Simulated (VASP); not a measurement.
A run of VASP 6.6.1:

Contents of INCAR:

```
SYSTEM = InGa3P2
PREC = Accurate ; ENCUT = 600
EDIFF = 1E-7 ; ISMEAR = 0
SIGMA = 0.1 ; LREAL = .FALSE.
LASPH = .TRUE. ; NELM = 60
ALGO = Fast ; ISIF = 3
LWAVE = .FALSE. ; LCHARG = .FALSE.
GGA = PE ; IBRION = 2
NSW = 100 ; EDIFFG = -0.01
```

Contents of KPOINTS:

```
Automatic mesh
0
G
  12 12 4
  0 0 0
```

The input POSCAR:

```
InGa3P2
1.0
    5.0064546383      0.0000000000      0.0000000000
   -2.5032273192      4.3357168997      0.0000000000
    0.0000000000      0.0000000000      9.2817990669
In Ga P
1 3 2
Direct
    0.0000000000      0.0000000000      0.0000000000
    0.3333333333      0.6666666667      0.5000000000
    0.6666666667      0.3333333333      0.5000000000
    0.0000000000      0.0000000000      0.5000000000
    0.0000000000      0.0000000000      0.7426023921
    0.0000000000      0.0000000000      0.2573976079
```

Potentials or basis: VASP PAW PBE potentials, release 64 (In_d, Ga_d, P).

The run is started by

```console
$ cat potpaw_PBE.64/In_d/POTCAR potpaw_PBE.64/Ga_d/POTCAR potpaw_PBE.64/P/POTCAR > POTCAR
$ mpirun -np 1 vasp_std > vasp.out
```

Hardware: 1 thread of Oxide Virtual Turin-like Processor, with other jobs on the host.

Task: How long does it take, and how much memory?

Result: Run time: 73 min on 1 thread of Oxide Virtual Turin-like Processor (shared host), peak memory 0.68 GiB. Counts: scf iterations 135, k points 57, ion steps 10.
